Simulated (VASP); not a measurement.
Here is a VASP 6.6.1 calculation.

Contents of POSCAR:

```
TiN
1.0
    0.0000000000      2.1162479030      2.1162479030
    2.1162479030      0.0000000000      2.1162479030
    2.1162479030      2.1162479030      0.0000000000
Ti N
1 1
Direct
    0.0000000000      0.0000000000      0.0000000000
    0.5000000000      0.5000000000      0.5000000000
```

File INCAR.step1:

```
SYSTEM = TiN
PREC = Accurate
ENCUT = 520
ISMEAR = 0
SIGMA = 0.1
LREAL = .FALSE.
LASPH = .TRUE.
NELM = 100
NBANDS = 16
GGA = PE
ALGO = Normal
EDIFF = 1E-4
LWAVE = .TRUE.
LCHARG = .FALSE.
```

File INCAR.step2:

```
SYSTEM = TiN
PREC = Accurate
ENCUT = 520
EDIFF = 1E-7
ISMEAR = 0
SIGMA = 0.1
LREAL = .FALSE.
LASPH = .TRUE.
NELM = 100
ALGO = Normal
ISIF = 2
LWAVE = .FALSE.
LCHARG = .FALSE.
METAGGA = R2SCAN
LMIXTAU = .TRUE.
NBANDS = 16
ISTART = 1
```

KPOINTS

```
Automatic mesh
0
G
  18 18 18
  0 0 0
```

Potentials or basis: VASP PAW PBE potentials, release 64 (Ti_sv, N).

Run with:

```console
$ cat potpaw_PBE.64/Ti_sv/POTCAR potpaw_PBE.64/N/POTCAR > POTCAR
$ cp INCAR.step1 INCAR
$ mpirun -np 1 vasp_std > vasp.out
$ cp INCAR.step2 INCAR
$ mpirun -np 1 vasp_std > vasp.out
```

Question: Estimate the band gap on the k mesh.

Answer: Zero (an odd number of electrons rules out a gap without spin polarisation).

Question: What does it give for the pressure?

Answer: 1.5 GPa.

Caveat: the PAW data sets were made with another functional, which shifts forces and pressure a little.
